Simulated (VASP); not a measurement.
**La2O3: single point with LDA**

The system is La2O3.

```
La O
1.0
     3.92000    0.00000    0.00000
    -1.96000    3.39482    0.00000
     0.00000    0.00000    6.10000
La O
2 3
Direct
  0.33333 0.66667 0.24500
  0.66667 0.33333 0.75500
  0.00000 0.00000 0.00000
  0.33333 0.66667 0.64500
  0.66667 0.33333 0.35500
```

```json
{
  "Program": "VASP 6.6.1",
  "Task": "single point",
  "Functional": "LDA",
  "Potentials or basis": "VASP PAW LDA potentials, release 64 (La, O)",
  "Cutoff": "600 eV",
  "k mesh": "6 × 6 × 4",
  "Occupations": "gaussian, width 0.1 eV",
  "Spin": "no spin polarisation"
}
```

| Property | Result |
| --- | --- |
| Pressure | -5.8 GPa |
| Largest force | 0.289 eV/Å |
| Band gap on the k mesh | 3.75 eV (least direct gap 3.82 eV) |

Forces in eV/Å, atoms in the order of the input:
```
La   0.000  0.000  0.289
La   0.000  0.000 -0.289
O    0.000  0.000  0.000
O    0.000  0.000  0.056
O    0.000  0.000 -0.056
```

Stress tensor (GPa, compression positive):
```
-5.87  0.00  0.00
 0.00 -5.87  0.00
 0.00  0.00 -5.64
```

Levels at points of the mesh, in eV from the valence-band top:
| k point | band 18 | band 19 | band 20 | band 21 | band 22 | band 23 |
| --- | --- | --- | --- | --- | --- | --- |
| (0.00, 0.00, 0.00) | -0.40 | -0.40 | -0.11 | 4.19 | 4.51 | 4.51 |
| (0.50, 0.00, 0.00) | -0.59 | -0.41 | -0.28 | 3.75 | 4.62 | 5.09 |
| (0.00, 0.00, 0.50) | -0.84 | -0.31 | -0.31 | 4.59 | 4.63 | 4.63 |
| (0.50, 0.00, 0.50) | -0.75 | -0.32 | 0.00 | 4.30 | 4.55 | 4.97 |

Wall time 2.2 min on 1 thread of Intel Xeon 8259CL, with other jobs on the host, peak memory 0.23 GiB.

Caveat: the cell stands under tension; spin-orbit coupling is left out, which moves the levels of the heavy elements. A k mesh can miss the band edges.
